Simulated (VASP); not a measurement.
# ZnSe in VASP: single point with LDA

Aim: the single point of ZnSe with LDA.

Everything below comes from runs of VASP 6.6.1. Logs are shortened: lines on timing, memory, paths and dates and some standing lists are left out, and cuts for length are marked.

### Step 1. The cell of the first run

The cell holds a slab with vacuum, 12 atoms: a = 3.937 Å, b = 5.568 Å, c = 24.842 Å, α = 90.00°, β = 90.00°, γ = 90.00°.

### Step 2. Single point, LDA

INCAR reads:

```
SYSTEM = ZnSe
PREC = Accurate
ENCUT = 520
EDIFF = 1E-6
ISMEAR = 0
SIGMA = 0.05
LREAL = .FALSE.
LASPH = .TRUE.
NELM = 100
ALGO = Normal
ISIF = 2
LWAVE = .FALSE.
LCHARG = .FALSE.
LDIPOL = .TRUE.
IDIPOL = 3
DIPOL = 0.5 0.5 0.500
NBANDS = 66
```

KPOINTS reads:

```
Automatic mesh
0
G
  7 5 1
  0 0 0
```

POSCAR reads:

```
ZnSe
1.0
    3.9368363058      0.0000000000      0.0000000000
    0.0000000000      5.5675272965      0.0000000000
    0.0000000000      0.0000000000     24.8420907645
Zn Se
6 6
Direct
    0.5000000000      0.5576846689      0.3217029465
    0.0000000000     -0.0191450090      0.3769343808
    0.5000000000      0.4859602691      0.4621703597
    0.0000000000     -0.0140395766      0.5378296242
    0.5000000000      0.4808550021      0.6230656776
    0.0000000000      0.0576846258      0.6782970312
    0.0000000000      0.7552831222      0.2948639561
    0.5000000000      0.2326406603      0.3827077777
    0.0000000000      0.7375762863      0.4588042145
    0.5000000000      0.2375763710      0.5411958116
    0.0000000000      0.7326406704      0.6172921383
    0.5000000000      0.2552829094      0.7051360817
```

Potentials or basis: VASP PAW LDA potentials, release 64 (Zn, Se).

The run is started by

```console
$ cat potpaw_LDA.64/Zn/POTCAR potpaw_LDA.64/Se/POTCAR > POTCAR
$ mpirun -np 1 vasp_std > vasp.out
```

OUTCAR:

```text
SYSTEM = ZnSe
   PREC = Accurate
   ENCUT = 520
   EDIFF = 1E-6
   ISMEAR = 0
   LREAL = .FALSE.
   LASPH = .TRUE.
   NELM = 100
   ISIF = 2

 ion  position               nearest neighbor table
   1  0.500  0.558  0.322-   7 2.35   7 2.35   8 2.36
   2  0.000  0.981  0.377-   7 2.39   8 2.42   8 2.42   9 2.44
   3  0.500  0.486  0.462-  10 2.40   9 2.42   9 2.42   8 2.43
   4  0.000  0.986  0.538-   9 2.40  10 2.42  10 2.42  11 2.43
   5  0.500  0.481  0.623-  12 2.39  11 2.42  11 2.42  10 2.44
   6  0.000  0.058  0.678-  12 2.35  12 2.35  11 2.36
   7  0.000  0.755  0.295-   1 2.35   1 2.35   2 2.39
   8  0.500  0.233  0.383-   1 2.36   2 2.42   2 2.42   3 2.43
   9  0.000  0.738  0.459-   4 2.40   3 2.42   3 2.42   2 2.44
  10  0.500  0.238  0.541-   3 2.40   4 2.42   4 2.42   5 2.44
  11  0.000  0.733  0.617-   6 2.36   5 2.42   5 2.42   4 2.43
  12  0.500  0.255  0.705-   6 2.35   6 2.35   5 2.39

  LATTYP: Found a simple orthorhombic cell.
 ALAT       =     3.9368363058
 B/A-ratio  =     1.4142135624
 C/A-ratio  =     6.3101660407

  Lattice vectors:

 A1 = (   3.9368363058,   0.0000000000,   0.0000000000)
 A2 = (   0.0000000000,   5.5675272965,   0.0000000000)
 A3 = (   0.0000000000,   0.0000000000,  24.8420907645)

Analysis of symmetry for initial positions (statically):
=====================================================================
 Subroutine PRICEL returns:
 Original cell was already a primitive cell.

 Routine SETGRP: Setting up the symmetry group for a
 simple orthorhombic supercell.

 Subroutine GETGRP returns: Found  4 space group operations
 (whereof  2 operations were pure point group operations)
 out of a pool of  8 trial point group operations.

The static configuration has the point symmetry C_1h.
 The point group associated with its full space group is C_2v.

Analysis of symmetry for dynamics (positions and initial velocities):
=====================================================================
 Subroutine PRICEL returns:
 Original cell was already a primitive cell.

 Routine SETGRP: Setting up the symmetry group for a
 simple orthorhombic supercell.

 Subroutine GETGRP returns: Found  4 space group operations
 (whereof  2 operations were pure point group operations)
 out of a pool of  8 trial point group operations.

The dynamic configuration has the point symmetry C_1h.
 The point group associated with its full space group is C_2v.

 Subroutine INISYM returns: Found  4 space group operations
 (whereof  2 operations are pure point group operations),
 and found     1 'primitive' translations

----------------------------------------------------------------------------------------

                                     Primitive cell

  volume of cell :     544.5000

  direct lattice vectors                    reciprocal lattice vectors
     3.936836306  0.000000000  0.000000000     0.254011069  0.000000000  0.000000000
     0.000000000  5.567527296  0.000000000     0.000000000  0.179612950  0.000000000
     0.000000000  0.000000000 24.842090764     0.000000000  0.000000000  0.040254261

  length of vectors
     3.936836306  5.567527296 24.842090764     0.254011069  0.179612950  0.040254261

  position of ions in fractional coordinates (direct lattice)
     0.500000000  0.557684669  0.321702946
     0.000000000  0.980854991  0.376934381
     0.500000000  0.485960269  0.462170360
     0.000000000  0.985960423  0.537829624
     0.500000000  0.480855002  0.623065678
     0.000000000  0.057684626  0.678297031
     0.000000000  0.755283122  0.294863956
     0.500000000  0.232640660  0.382707778
     0.000000000  0.737576286  0.458804214
     0.500000000  0.237576371  0.541195812
     0.000000000  0.732640670  0.617292138
     0.500000000  0.255282909  0.705136082

  ion indices of the primitive-cell ions
   primitive index   ion index
                 1           1
                 2           2
                 3           3
                 4           4
                 5           5
                 6           6
                 7           7
                 8           8
                 9           9
                10          10
                11          11
                12          12

----------------------------------------------------------------------------------------

 KPOINTS: Automatic mesh

Automatic generation of k-mesh.
 Grid dimensions read from file:
 generate k-points for:    7    5    1

 Generating k-lattice:

  Cartesian coordinates                     Fractional coordinates (reciprocal lattice)
     0.036287296  0.000000000  0.000000000     0.142857143  0.000000000  0.000000000
     0.000000000  0.035922590  0.000000000     0.000000000  0.200000000  0.000000000
     0.000000000  0.000000000  0.040254261     0.000000000  0.000000000  1.000000000

  Length of vectors
     0.036287296  0.035922590  0.040254261

  Shift w.r.t. Gamma in fractional coordinates (k-lattice)
     0.000000000  0.000000000  0.000000000

 Subroutine IBZKPT returns following result:
 ===========================================

 Found     12 irreducible k-points:

 Following reciprocal coordinates:
            Coordinates               Weight
  0.000000  0.000000  0.000000      1.000000
  0.142857  0.000000  0.000000      2.000000
  0.285714  0.000000  0.000000      2.000000
  0.428571  0.000000  0.000000      2.000000
  0.000000  0.200000  0.000000      2.000000
  0.142857  0.200000  0.000000      4.000000
  0.285714  0.200000  0.000000      4.000000
  0.428571  0.200000  0.000000      4.000000
  0.000000  0.400000  0.000000      2.000000
  0.142857  0.400000  0.000000      4.000000
  0.285714  0.400000  0.000000      4.000000
  0.428571  0.400000  0.000000      4.000000
   k-points           NKPTS =     12   k-points in BZ     NKDIM =     12   number of bands    NBANDS=     66
   number of dos      NEDOS =    301   number of ions     NIONS =     12
   total plane-waves  NPLWV = 241920
   dimension x,y,z NGX =    30 NGY =   42 NGZ =  192
   dimension x,y,z NGXF=    60 NGYF=   84 NGZF=  384
   ions per type =               6   6
   NGX,Y,Z   is equivalent  to a cutoff of  12.67, 12.54, 12.85 a.u.
   NGXF,Y,Z  is equivalent  to a cutoff of  25.34, 25.08, 25.70 a.u.
 SYSTEM =  ZnSe
   PREC   = accura    normal or accurate (medium, high low for compatibility)
   ISTART =      0    job   : 0-new  1-cont  2-samecut
   ICHARG =      2    charge: 1-file 2-atom 10-const
   ISPIN  =      1    spin polarized calculation?
   LNONCOLLINEAR =      F non collinear calculations
   LSORBIT =      F    spin-orbit coupling
   LASPH  =      T    aspherical Exc in radial PAW
   ENCUT  =  520.0 eV  38.22 Ry    6.18 a.u.   7.32 10.35 46.19*2*pi/ulx,y,z
   NELM   =    100;   NELMIN=  2; NELMDL= -5     # of ELM steps
   EDIFF  = 0.1E-05   stopping-criterion for ELM
   LREAL  =      F    real-space projection
   EDIFFG = 0.1E-04   stopping-criterion for IOM
   NSW    =      0    number of steps for IOM
   IBRION =     -1    ionic relax: 0-MD 1-quasi-New 2-CG
   NFREE  =      0    steps in history (QN), initial steepest desc. (CG)
   ISIF   =      2    stress and relaxation
   ISYM   =      2    0-nonsym 1-usesym 2-fastsym
   POTIM  = 0.5000    time-step for ionic-motion
   TEBEG  =    0.0;   TEEND  =   0.0 temperature during run
   PSTRESS=    0.0 pullay stress
   NELECT =     108.0000    total number of electrons
   NUPDOWN=      -1.0000    fix difference up-down
   EMIN   =  10.00;   EMAX   =-10.00  energy-range for DOS
   EFERMI =   0.00;   METHOD = LEGACY
   ISMEAR =     0;   SIGMA  =   0.05  broadening in eV -4-tet -1-fermi 0-gaus
   EFERMI_NEDOS =   21; number of points for ismear=-14 and -15
   IALGO  =     38    algorithm
   IMIX   =      4    mixing-type and parameters
     AMIX     =   0.40;   BMIX     =  1.00
     AMIX_MAG =   1.60;   BMIX_MAG =  1.00
  volume/ion in A,a.u.               =      45.37       306.21
  Fermi-wavevector in a.u.,A,eV,Ry     =   0.954736  1.804190 12.402003  0.911522
  Thomas-Fermi vector in A             =   2.083510
   LORBIT       =      0    0 simple, 1 ext, 2 COOP (PROOUT), +10 PAW based schemes
   GGA     = CA    functional components
   LHFCALC =     F    Hartree Fock is set to
   AEXX    =    0.0000 exact exchange contribution
   IVDW    =     0    specifies the selected vdW correction
   LEPSILON=     F    determine dielectric tensor
   LRPA    =     F    only Hartree local field effects (RPA)
 non-spin polarized calculation
 Gauss-broadening in eV      SIGMA  =   0.05
  energy-cutoff  :      520.00
  volume of cell :      544.50
 maximum number of plane-waves:     14701
 NGX is ok and might be reduce to    30
   NGX = 15   NGY = 21   NGZ = 93

 number of electron     108.0000049 magnetization

 dipolmoment           0.000000      0.000000      0.000002 electrons x Angstroem

 Free energy of the ion-electron system (eV)
  ---------------------------------------------------
  ext. energy  EPLUGINS =         0.00000000
  ---------------------------------------------------
  free energy    TOTEN  =       -42.80148790 eV

  energy without entropy =      -42.80148790  energy(sigma->0) =      -42.80148790

 E-fermi :  -1.8686     XC(G=0):  -5.2694

 val. band max:       -2.1206777590   @ k =   0.0000   0.0000   0.0000
 cond. band min:      -0.4045724816   @ k =   0.0000   0.0000   0.0000
 fundamental gap:      1.7161052774
 Fermi energy:        -1.8685974253

 k-point     1 :       0.0000    0.0000    0.0000
  band No.  band energies     occupation
      1     -15.6270      2.00000
      2     -15.3292      2.00000
      3     -14.8797      2.00000
      4     -14.5921      2.00000
      5     -14.4111      2.00000
      6     -14.3994      2.00000
[... 817 lines left out ...]
     65       3.9364      0.00000
     66       4.0777      0.00000

------------------------ aborting loop because EDIFF is reached ----------------------------------------

 vacuum level on the upper side and lower side of the slab       (xc-potential included)        -0.153        -0.153

  FORCE on cell =-STRESS in cart. coord.  units (eV):
  Direction    XX          YY          ZZ          XY          YZ          ZX
  --------------------------------------------------------------------------------------
  -------------------------------------------------------------------------------------
  Total       -0.8831301     -0.1649889      0.4991892      0.0000000      0.0000000      0.0000000
  in kB       -2.5985881     -0.4854756      1.4688516      0.0000000      0.0000000      0.0000000
  external PRESSURE =      -0.5384040 kB  Pullay stress =       0.0000000 kB

 VOLUME and BASIS-vectors are now :
 -----------------------------------------------------------------------------
  energy-cutoff  :      520.00
  volume of cell :      544.50
      direct lattice vectors                 reciprocal lattice vectors
     3.936836306  0.000000000  0.000000000     0.254011069  0.000000000  0.000000000
     0.000000000  5.567527296  0.000000000     0.000000000  0.179612950  0.000000000
     0.000000000  0.000000000 24.842090764     0.000000000  0.000000000  0.040254261

 POSITION                                       TOTAL-FORCE (eV/Angst)
 -----------------------------------------------------------------------------------
      1.96842      3.10492      7.99177         0.000000     -0.007234     -0.006687
      0.00000      5.46094      9.36384         0.000000      0.011565      0.000393
      1.96842      2.70560     11.48128         0.000000     -0.006134      0.010037
      0.00000      5.48936     13.36081         0.000000     -0.006134     -0.010037
      1.96842      2.67717     15.47825         0.000000      0.011565     -0.000393
      0.00000      0.32116     16.85032         0.000000     -0.007234      0.006687
      0.00000      4.20506      7.32504         0.000000      0.009942     -0.042810
      1.96842      1.29523      9.50726         0.000000     -0.015078     -0.004342
      0.00000      4.10648     11.39766         0.000000      0.006939     -0.012033
      1.96842      1.32271     13.44444         0.000000      0.006939      0.012033
      0.00000      4.07900     15.33483         0.000000     -0.015078      0.004342
      1.96842      1.42129     17.51705         0.000000      0.009942      0.042810
 -----------------------------------------------------------------------------------
    total drift:                                0.000000      0.002506      0.000442

  FREE ENERGIE OF THE ION-ELECTRON SYSTEM (eV)
  ---------------------------------------------------
  free  energy   TOTEN  =       -42.8014879033 eV

  energy  without entropy=      -42.8014879033  energy(sigma->0) =      -42.80148790

 vacuum level on the upper side and lower side of the slab         3.559         3.559
```

Wall time 11 min (1 thread of Intel Xeon Platinum 8375C at 2.90GHz (Ice Lake), shared host); peak memory 0.59 GiB.

What came out:

```
Free energy            : -42.8015 eV
Largest force          : 0.044 eV/Å
Band gap on the k mesh : 1.72 eV
```

Forces in eV/Å, atoms in the order of the input:
```
Zn   0.000 -0.007 -0.007
Zn   0.000  0.012  0.000
Zn   0.000 -0.006  0.010
Zn   0.000 -0.006 -0.010
Zn   0.000  0.012  0.000
Zn   0.000 -0.007  0.007
Se   0.000  0.010 -0.043
Se   0.000 -0.015 -0.004
Se   0.000  0.007 -0.012
Se   0.000  0.007  0.012
Se   0.000 -0.015  0.004
Se   0.000  0.010  0.043
```

Levels at points of the mesh, in eV from the valence-band top:
| k point | band 51 | band 52 | band 53 | band 54 | band 55 | band 56 | band 57 | band 58 |
| --- | --- | --- | --- | --- | --- | --- | --- | --- |
| (0.00, 0.00, 0.00) | -0.44 | -0.27 | -0.16 | 0.00 | 1.72 | 2.58 | 2.83 | 3.25 |
